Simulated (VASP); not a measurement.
YW3, 8 atoms in the cell. It takes space group P6_3/mmc (No. 194, hexagonal). The conventional cell has a = 6.630 Å, b = 6.630 Å, c = 4.367 Å, α = 90.00°, β = 90.00°, γ = 120.00°. Within 4.5 Å of Y (site symmetry -6m2) lie 12 W at 3.16 to 3.34 Å and 8 Y at 4.37 to 4.41 Å. Within 3.5 Å of W (site symmetry mm2) lie 6 W at 2.67 Å and 4 Y at 3.16 to 3.34 Å. 

```yaml
Program: VASP 6.6.1
Task: single point
Functional: r2SCAN
Potentials_or_basis: VASP PAW PBE potentials, release 64 (Y_sv, W_sv)
Cutoff: 520 eV
k_mesh: 3 × 3 × 4
Occupations: gaussian, width 0.1 eV
Spin: no spin polarisation
Dipole_correction: no
Further_INCAR_settings: ALGO = Normal; EDIFF = 1e-06; NBANDS = 63
```

Potentials or basis: VASP PAW PBE potentials, release 64 (Y_sv, W_sv).

Launch:

```console
$ cat potpaw_PBE.64/Y_sv/POTCAR potpaw_PBE.64/W_sv/POTCAR > POTCAR
$ cp INCAR.step1 INCAR
$ mpirun -np 1 vasp_std > vasp.out
$ cp INCAR.step2 INCAR
$ mpirun -np 1 vasp_std > vasp.out
```

Hardware: 1 thread of Oxide Virtual Turin-like Processor, with other jobs on the host.

Question: How long does it take, and how much memory?

Answer: Run time: 8.7 min on 1 thread of Oxide Virtual Turin-like Processor, with other jobs on the host, peak memory 0.31 GiB. Counts: k points 9.
